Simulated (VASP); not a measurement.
# GaAs (F-43m) in VASP: further runs

Runs on GaAs. Level: r2SCAN+rVV10. Tasks: single point, relaxation of cell and atoms.

Program: VASP 6.6.1. These are calculated values, not measurements. Logs are shortened: lines on timing, memory, paths and dates and some standing lists are left out, and cuts for length are marked.

**1. The cell of the first run**

Symmetry: F-43m, No. 216, cubic system. The conventional cell has a = 5.645 Å, b = 5.645 Å, c = 5.645 Å, α = 90.00°, β = 90.00°, γ = 90.00°. Ga (site symmetry -43m) has 4 As at 2.44 Å within 3.2 Å. Within 3.2 Å of As (site symmetry -43m) lie 4 Ga at 2.44 Å.

**2. Single point, r2SCAN+rVV10**

File POSCAR:

```
GaAs
1.0
    0.0000000000      2.8227479350      2.8227479350
    2.8227479350      0.0000000000      2.8227479350
    2.8227479350      2.8227479350      0.0000000000
Ga As
1 1
Direct
    0.0000000000      0.0000000000      0.0000000000
    0.7500000000      0.7500000000      0.7500000000
```

File INCAR.step1:

```
SYSTEM = GaAs
PREC = Accurate
ENCUT = 550
ISMEAR = 0
SIGMA = 0.02
LREAL = .FALSE.
LASPH = .TRUE.
NELM = 120
NBANDS = 16
GGA = PE
ALGO = Normal
EDIFF = 1E-5
LWAVE = .TRUE.
LCHARG = .FALSE.
GGA_COMPAT = .FALSE.
```

File INCAR.step2:

```
SYSTEM = GaAs
PREC = Accurate
ENCUT = 550
EDIFF = 1E-6
ISMEAR = 0
SIGMA = 0.02
LREAL = .FALSE.
LASPH = .TRUE.
NELM = 120
ALGO = Normal
ISIF = 2
LWAVE = .FALSE.
LCHARG = .FALSE.
METAGGA = R2SCAN
LMIXTAU = .TRUE.
LUSE_VDW = .TRUE.
IVDW_NL = 2
BPARAM = 11.95
CPARAM = 0.0093
NBANDS = 16
ISTART = 1
GGA_COMPAT = .FALSE.
```

File KPOINTS:

```
regular mesh
0
G
  10 10 10
  0 0 0
```

Potentials or basis: VASP PAW PBE potentials, release 64 (Ga_d, As).

On the command line:

```
cat potpaw_PBE.64/Ga_d/POTCAR potpaw_PBE.64/As/POTCAR > POTCAR
cp INCAR.step1 INCAR
mpirun -np 1 vasp_std > vasp.out
cp INCAR.step2 INCAR
mpirun -np 1 vasp_std > vasp.out
```

OUTCAR:

```text
SYSTEM = GaAs
   PREC = Accurate
   ENCUT = 550
   EDIFF = 1E-6
   ISMEAR = 0
   LREAL = .FALSE.
   LASPH = .TRUE.
   NELM = 120
   ISIF = 2
   METAGGA = R2SCAN
   IVDW_NL = 2
   BPARAM = 11.95
   ISTART = 1

 ion  position               nearest neighbor table
   1  0.000  0.000  0.000-   2 2.44   2 2.44   2 2.44   2 2.44
   2  0.750  0.750  0.750-   1 2.44   1 2.44   1 2.44   1 2.44

  LATTYP: Found a face centered cubic cell.
 ALAT       =     5.6454958700

  Lattice vectors:

 A1 = (   0.0000000000,   2.8227479350,   2.8227479350)
 A2 = (   2.8227479350,   0.0000000000,   2.8227479350)
 A3 = (   2.8227479350,   2.8227479350,   0.0000000000)

Analysis of symmetry for initial positions (statically):
=====================================================================
 Subroutine PRICEL returns:
 Original cell was already a primitive cell.

 Routine SETGRP: Setting up the symmetry group for a
 face centered cubic supercell.

 Subroutine GETGRP returns: Found 24 space group operations
 (whereof 24 operations were pure point group operations)
 out of a pool of 48 trial point group operations.

The static configuration has the point symmetry T_d .

Analysis of symmetry for dynamics (positions and initial velocities):
=====================================================================
 Subroutine PRICEL returns:
 Original cell was already a primitive cell.

 Routine SETGRP: Setting up the symmetry group for a
 face centered cubic supercell.

 Subroutine GETGRP returns: Found 24 space group operations
 (whereof 24 operations were pure point group operations)
 out of a pool of 48 trial point group operations.

The dynamic configuration has the point symmetry T_d .

 Subroutine INISYM returns: Found 24 space group operations
 (whereof 24 operations are pure point group operations),
 and found     1 'primitive' translations

----------------------------------------------------------------------------------------

                                     Primitive cell

  volume of cell :      44.9828

  direct lattice vectors                    reciprocal lattice vectors
     0.000000000  2.822747935  2.822747935    -0.177132359  0.177132359  0.177132359
     2.822747935  0.000000000  2.822747935     0.177132359 -0.177132359  0.177132359
     2.822747935  2.822747935  0.000000000     0.177132359  0.177132359 -0.177132359

  length of vectors
     3.991968413  3.991968413  3.991968413     0.306802245  0.306802245  0.306802245

  position of ions in fractional coordinates (direct lattice)
     0.000000000  0.000000000  0.000000000
     0.750000000  0.750000000  0.750000000

  ion indices of the primitive-cell ions
   primitive index   ion index
                 1           1
                 2           2

----------------------------------------------------------------------------------------

 KPOINTS: regular mesh

Automatic generation of k-mesh.
 Grid dimensions read from file:
 generate k-points for:   10   10   10

 Generating k-lattice:

  Cartesian coordinates                     Fractional coordinates (reciprocal lattice)
    -0.017713236  0.017713236  0.017713236     0.100000000  0.000000000  0.000000000
     0.017713236 -0.017713236  0.017713236     0.000000000  0.100000000  0.000000000
     0.017713236  0.017713236 -0.017713236     0.000000000  0.000000000  0.100000000

  Length of vectors
     0.030680225  0.030680225  0.030680225

  Shift w.r.t. Gamma in fractional coordinates (k-lattice)
     0.000000000  0.000000000  0.000000000

 Subroutine IBZKPT returns following result:
 ===========================================

 Found     47 irreducible k-points:

 Following reciprocal coordinates:
            Coordinates               Weight
  0.000000  0.000000  0.000000      1.000000
  0.100000  0.000000  0.000000      8.000000
  0.200000  0.000000  0.000000      8.000000
  0.300000  0.000000  0.000000      8.000000
  0.400000  0.000000  0.000000      8.000000
  0.500000  0.000000  0.000000      4.000000
[... 16 lines left out ...]
  0.300000  0.300000  0.000000      6.000000
  0.400000  0.300000  0.000000     24.000000
 [... further k-points ...]
   k-points           NKPTS =     47   k-points in BZ     NKDIM =     47   number of bands    NBANDS=     16
   number of dos      NEDOS =    301   number of ions     NIONS =      2
   total plane-waves  NPLWV =  32768
   dimension x,y,z NGX =    32 NGY =   32 NGZ =   32
   dimension x,y,z NGXF=    64 NGYF=   64 NGZF=   64
   ions per type =               1   1
   NGX,Y,Z   is equivalent  to a cutoff of  13.33, 13.33, 13.33 a.u.
   NGXF,Y,Z  is equivalent  to a cutoff of  26.65, 26.65, 26.65 a.u.
 SYSTEM =  GaAs
   PREC   = accura    normal or accurate (medium, high low for compatibility)
   ISTART =      1    job   : 0-new  1-cont  2-samecut
   ICHARG =      0    charge: 1-file 2-atom 10-const
   ISPIN  =      1    spin polarized calculation?
   LNONCOLLINEAR =      F non collinear calculations
   LSORBIT =      F    spin-orbit coupling
   LASPH  =      T    aspherical Exc in radial PAW
   ENCUT  =  550.0 eV  40.42 Ry    6.36 a.u.   7.63  7.63  7.63*2*pi/ulx,y,z
   NELM   =    120;   NELMIN=  2; NELMDL=  0     # of ELM steps
   EDIFF  = 0.1E-05   stopping-criterion for ELM
   LREAL  =      F    real-space projection
   EDIFFG = 0.1E-04   stopping-criterion for IOM
   NSW    =      0    number of steps for IOM
   IBRION =     -1    ionic relax: 0-MD 1-quasi-New 2-CG
   NFREE  =      0    steps in history (QN), initial steepest desc. (CG)
   ISIF   =      2    stress and relaxation
   ISYM   =      2    0-nonsym 1-usesym 2-fastsym
   POTIM  = 0.5000    time-step for ionic-motion
   TEBEG  =    0.0;   TEEND  =   0.0 temperature during run
   PSTRESS=    0.0 pullay stress
   NELECT =      18.0000    total number of electrons
   NUPDOWN=      -1.0000    fix difference up-down
   EMIN   =  10.00;   EMAX   =-10.00  energy-range for DOS
   EFERMI =   0.00;   METHOD = LEGACY
   ISMEAR =     0;   SIGMA  =   0.02  broadening in eV -4-tet -1-fermi 0-gaus
   EFERMI_NEDOS =   21; number of points for ismear=-14 and -15
   IALGO  =     38    algorithm
   IMIX   =      4    mixing-type and parameters
     AMIX     =   0.40;   BMIX     =  1.00
     AMIX_MAG =   1.60;   BMIX_MAG =  1.00
  volume/ion in A,a.u.               =      22.49       151.78
  Fermi-wavevector in a.u.,A,eV,Ry     =   1.206378  2.279725 19.801225  1.455349
  Thomas-Fermi vector in A             =   2.342047
   LORBIT       =      0    0 simple, 1 ext, 2 COOP (PROOUT), +10 PAW based schemes
   METAGGA = R2SCAN    functional components
   LHFCALC =     F    Hartree Fock is set to
   AEXX    =    0.0000 exact exchange contribution
   IVDW_NL    =     2    kernel type
   BPARAM     =11.9500
   IVDW    =     0    specifies the selected vdW correction
   LEPSILON=     F    determine dielectric tensor
   LRPA    =     F    only Hartree local field effects (RPA)
 non-spin polarized calculation
 Gauss-broadening in eV      SIGMA  =   0.02
  energy-cutoff  :      550.00
  volume of cell :       44.98
 maximum number of plane-waves:      1363
   NGX = 15   NGY = 15   NGZ = 15

 number of electron      18.0000010 magnetization

 Free energy of the ion-electron system (eV)
  ---------------------------------------------------
  ext. energy  EPLUGINS =         0.00000000
  ---------------------------------------------------
  free energy    TOTEN  =       -26.50427906 eV

  energy without entropy =      -26.50427906  energy(sigma->0) =      -26.50427906

 E-fermi :   3.8553     XC(G=0): -10.3338

 val. band max:        3.7113626121   @ k =   0.0000   0.0000   0.0000
 cond. band min:       4.7286337303   @ k =   0.0000   0.0000   0.0000
 fundamental gap:      1.0172711182
 Fermi energy:         3.8553032971

 k-point     1 :       0.0000    0.0000    0.0000
  band No.  band energies     occupation
      1     -11.5167      2.00000
      2     -11.5167      2.00000
      3     -11.5167      2.00000
      4     -11.4253      2.00000
      5     -11.4253      2.00000
      6      -9.5404      2.00000
[... 8 lines left out ...]
     15      14.3362      0.00000
     16      14.3362      0.00000

 k-point     2 :       0.1000    0.0000    0.0000
  band No.  band energies     occupation
      1     -11.5272      2.00000
      2     -11.5141      2.00000
      3     -11.5141      2.00000
      4     -11.4254      2.00000
      5     -11.4254      2.00000
      6      -9.4152      2.00000
[... 8 lines left out ...]
     15      13.6645      0.00000
     16      13.6645      0.00000

 k-point     3 :       0.2000    0.0000    0.0000
  band No.  band energies     occupation
      1     -11.5524      2.00000
      2     -11.5078      2.00000
      3     -11.5078      2.00000
      4     -11.4254      2.00000
      5     -11.4254      2.00000
      6      -9.0565      2.00000
[... 8 lines left out ...]
     15      13.1603      0.00000
     16      13.3673      0.00000

 k-point     4 :       0.3000    0.0000    0.0000
  band No.  band energies     occupation
      1     -11.5799      2.00000
      2     -11.5010      2.00000
      3     -11.5010      2.00000
      4     -11.4243      2.00000
      5     -11.4243      2.00000
      6      -8.5204      2.00000
[... 8 lines left out ...]
     15      13.5668      0.00000
     16      13.5668      0.00000
[... 324 lines left out ...]
 k-point    22 :      -0.2000    0.2000    0.0000
  band No.  band energies     occupation
      1     -11.5877      2.00000
      2     -11.4974      2.00000
      3     -11.4949      2.00000
      4     -11.4285      2.00000
      5     -11.4232      2.00000
      6      -8.3363      2.00000
[... 8 lines left out ...]
     15      15.0021      0.00000
     16      15.7471      0.00000

 k-point    23 :       0.3000    0.3000    0.0000
  band No.  band energies     occupation
      1     -11.6065      2.00000
      2     -11.4820      2.00000
      3     -11.4820      2.00000
      4     -11.4424      2.00000
      5     -11.4161      2.00000
      6      -8.1660      2.00000
[... 8 lines left out ...]
     15      15.8458      0.00000
     16      16.9069      0.00000

 k-point    24 :       0.4000    0.3000    0.0000
  band No.  band energies     occupation
      1     -11.6200      2.00000
      2     -11.4769      2.00000
      3     -11.4755      2.00000
      4     -11.4445      2.00000
      5     -11.4148      2.00000
      6      -7.7005      2.00000
[... 8 lines left out ...]
     15      16.6068      0.00000
     16      17.2850      0.00000

 [... further k-points ...]

------------------------ aborting loop because EDIFF is reached ----------------------------------------

  FORCE on cell =-STRESS in cart. coord.  units (eV):
  Direction    XX          YY          ZZ          XY          YZ          ZX
  --------------------------------------------------------------------------------------
  -------------------------------------------------------------------------------------
  Total        0.0577269      0.0577269      0.0577269      0.0000000      0.0000000     -0.0000000
  in kB        2.0560928      2.0560928      2.0560928      0.0000000      0.0000000     -0.0000000
  external PRESSURE =       2.0560928 kB  Pullay stress =       0.0000000 kB

 VOLUME and BASIS-vectors are now :
 -----------------------------------------------------------------------------
  energy-cutoff  :      550.00
  volume of cell :       44.98
      direct lattice vectors                 reciprocal lattice vectors
     0.000000000  2.822747935  2.822747935    -0.177132359  0.177132359  0.177132359
     2.822747935  0.000000000  2.822747935     0.177132359 -0.177132359  0.177132359
     2.822747935  2.822747935  0.000000000     0.177132359  0.177132359 -0.177132359

 POSITION                                       TOTAL-FORCE (eV/Angst)
 -----------------------------------------------------------------------------------
      0.00000      0.00000      0.00000        -0.000000     -0.000000     -0.000000
      4.23412      4.23412      4.23412         0.000000      0.000000      0.000000
 -----------------------------------------------------------------------------------
    total drift:                                0.000001      0.000001      0.000001

  FREE ENERGIE OF THE ION-ELECTRON SYSTEM (eV)
  ---------------------------------------------------
  free  energy   TOTEN  =       -26.5042790627 eV

  energy  without entropy=      -26.5042790627  energy(sigma->0) =      -26.50427906
```

It took 1.7 min on 1 thread of AMD EPYC 9R45 (Zen 5), shared host; peak memory 0.31 GiB.

Results:

```
Free energy            : -26.5043 eV
Pressure               : 0.2 GPa
Band gap on the k mesh : 1.02 eV
```

Levels at points of the mesh, in eV from the valence-band top:
```csv
k point,band 5,band 6,band 7,band 8,band 9,band 10,band 11,band 12,band 13,band 14
"(0.00, 0.00, 0.00)",-15.14,-13.25,0.00,0.00,0.00,1.02,4.03,4.03,4.03,8.17
"(0.50, 0.00, 0.00)",-15.13,-11.38,-6.86,-1.19,-1.19,1.35,4.96,4.96,8.21,11.12
"(0.50, 0.50, 0.00)",-15.12,-10.60,-7.02,-2.80,-2.80,1.69,1.91,10.89,10.89,11.75
```

Caveat: the PAW data sets were made with another functional, which shifts forces and pressure a little.

**3. Relaxation of cell and atoms, r2SCAN+rVV10**

This run uses another cell than the first one, of 23.77 Å³/atom.

File POSCAR:

```
GaAs
1.0
    0.0000000000      2.8750910500      2.8750910500
    2.8750910500      0.0000000000      2.8750910500
    2.8750910500      2.8750910500      0.0000000000
Ga As
1 1
Direct
    0.0000000000      0.0000000000      0.0000000000
    0.7500000000      0.7500000000      0.7500000000
```

File INCAR.step1:

```
  PREC = Accurate
  ENCUT = 550
  ISMEAR = 0
  SIGMA = 0.02
  LREAL = F
  LASPH = T
  NELM = 120
  GGA = PE
  ALGO = Normal
  EDIFF = 1E-5
  LWAVE = T
  LCHARG = F
  GGA_COMPAT = F
  IBRION = 2
  ISIF = 3
  EDIFFG = -0.005
  NELMIN = 4
  NSW = 100
```

File INCAR.step2:

```
  PREC = Accurate
  ENCUT = 550
  EDIFF = 1E-7
  ISMEAR = 0
  SIGMA = 0.02
  LREAL = F
  LASPH = T
  NELM = 120
  ALGO = Normal
  ISIF = 3
  LWAVE = F
  LCHARG = F
  METAGGA = R2SCAN
  LMIXTAU = T
  LUSE_VDW = T
  IVDW_NL = 2
  BPARAM = 11.95
  CPARAM = 0.0093
  IBRION = 2
  NSW = 100
  EDIFFG = -0.002
  ISTART = 1
  GGA_COMPAT = F
  NELMIN = 4
```

File KPOINTS:

```
regular mesh
0
Gamma
  10 10 10
```

Potentials or basis: VASP PAW PBE potentials, release 64 (Ga_d, As).

On the command line:

```
cat potpaw_PBE.64/Ga_d/POTCAR potpaw_PBE.64/As/POTCAR > POTCAR
cp INCAR.step1 INCAR
mpirun -np 1 vasp_std > vasp.out
cp INCAR.step2 INCAR
mpirun -np 1 vasp_std > vasp.out
```

OUTCAR:

```text
PREC = Accurate
   ENCUT = 550
   EDIFF = 1E-7
   ISMEAR = 0
   LREAL = F
   LASPH = T
   NELM = 120
   ISIF = 3
   METAGGA = R2SCAN
   IVDW_NL = 2
   BPARAM = 11.95
   IBRION = 2
   NSW = 100
   EDIFFG = -0.002
   ISTART = 1
   NELMIN = 4

 ion  position               nearest neighbor table
   1  0.000  0.000  0.000-   2 2.49   2 2.49   2 2.49   2 2.49
   2  0.750  0.750  0.750-   1 2.49   1 2.49   1 2.49   1 2.49

  LATTYP: Found a face centered cubic cell.
 ALAT       =     5.7501821000

  Lattice vectors:

 A1 = (   0.0000000000,   2.8750910500,   2.8750910500)
 A2 = (   2.8750910500,   0.0000000000,   2.8750910500)
 A3 = (   2.8750910500,   2.8750910500,   0.0000000000)

Analysis of symmetry for initial positions (statically):
[... 380 lines left out ...]
      4     -11.4488      2.00000
      5     -11.4488      2.00000
      6      -9.5462      2.00000
      7       3.6842      2.00000
      8       3.6842      2.00000
      9       3.6842      2.00000
     10       4.6785      0.00000
     11       7.7104      0.00000
     12       7.7104      0.00000
     13       7.7104      0.00000
[... 354 lines left out ...]
  band No.  band energies     occupation
      1     -11.6415      2.00000
      2     -11.5000      2.00000
      3     -11.4985      2.00000
      4     -11.4677      2.00000
      5     -11.4384      2.00000
      6      -7.7144      2.00000
      7      -2.1062      2.00000
      8       1.0021      2.00000
      9       1.3430      2.00000
     10       5.7791      0.00000
     11       6.8492      0.00000
     12      11.4998      0.00000
     13      12.1352      0.00000

 [... further k-points ...]

------------------------ aborting loop because EDIFF is reached ----------------------------------------

  FORCE on cell =-STRESS in cart. coord.  units (eV):
  Direction    XX          YY          ZZ          XY          YZ          ZX
  --------------------------------------------------------------------------------------
  -------------------------------------------------------------------------------------
  Total       -0.0016730     -0.0016730     -0.0016730     -0.0000000     -0.0000000     -0.0000000
  in kB       -0.0594169     -0.0594169     -0.0594169     -0.0000000     -0.0000000     -0.0000000
  external PRESSURE =      -0.0594169 kB  Pullay stress =       0.0000000 kB
[... 17 lines left out ...]
  FREE ENERGIE OF THE ION-ELECTRON SYSTEM (eV)
  ---------------------------------------------------
  free  energy   TOTEN  =       -26.5047754926 eV

  energy  without entropy=      -26.5047754926  energy(sigma->0) =      -26.50477549

 reached required accuracy - stopping structural energy minimisation
```

OUTCAR.step1:

```text
PREC = Accurate
   ENCUT = 550
   ISMEAR = 0
   LREAL = F
   LASPH = T
   NELM = 120
[... 610 lines left out ...]
      0.00000      0.00000      0.00000         0.000000      0.000000      0.000000
      4.31264      4.31264      4.31264        -0.000000     -0.000000     -0.000000
 -----------------------------------------------------------------------------------
    total drift:                               -0.000000     -0.000000     -0.000000

  FREE ENERGIE OF THE ION-ELECTRON SYSTEM (eV)
  ---------------------------------------------------
  free  energy   TOTEN  =        -8.2752221592 eV

  energy  without entropy=       -8.2752221592  energy(sigma->0) =       -8.27522216

 reached required accuracy - stopping structural energy minimisation
```

It took 14 min on 1 thread of AMD EPYC 9R45 (Zen 5), shared host; peak memory 0.32 GiB.

What came out:

* Free energy: -26.5048 eV
* Relaxed volume: 22.56 Å³/atom
* Relaxed cell: a = 3.996 Å, b = 3.996 Å, c = 3.996 Å, α = 60.00°, β = 60.00°, γ = 60.00°
* Space group after relaxing (to 0.1 Å): F-43m (No. 216)
* Energy gained by relaxing: 14.0 meV/atom
* Ionic steps: 16
* Pressure after relaxing: 0.0 GPa
* Band gap on the k mesh: 0.99 eV

Step by step:
```
step  energy change (eV)  largest force (eV/Å)  pressure (GPa)  volume (Å³)
   1              0.0000                0.0000           -3.47        47.53
   2             -0.0223                0.0000            1.82        44.07
   3             -0.0279                0.0000            0.04        45.09
   4             -0.0279                0.0000           -0.06        45.14
   5             -0.0279                0.0000           -0.04        45.14
   6             -0.0279                0.0000           -0.04        45.13
   7             -0.0279                0.0000           -0.04        45.13
   8             -0.0279                0.0000           -0.04        45.13
   9             -0.0279                0.0000           -0.04        45.13
  10             -0.0279                0.0000           -0.04        45.13
  11             -0.0279                0.0000           -0.04        45.13
  12             -0.0279                0.0000           -0.03        45.13
  13             -0.0279                0.0000           -0.03        45.13
  14             -0.0279                0.0000           -0.02        45.12
  15             -0.0279                0.0000            0.02        45.10
  16             -0.0279                0.0000           -0.01        45.11
```

Final structure:
```
Ga As
1.0
     0.00000    2.82544    2.82544
     2.82544    0.00000    2.82544
     2.82544    2.82544    0.00000
Ga As
1 1
Direct
  0.00000 0.00000 0.00000
  0.75000 0.75000 0.75000
```

Caveat: the PAW data sets were made with another functional, which shifts forces and pressure a little. A k mesh can miss the band edges.
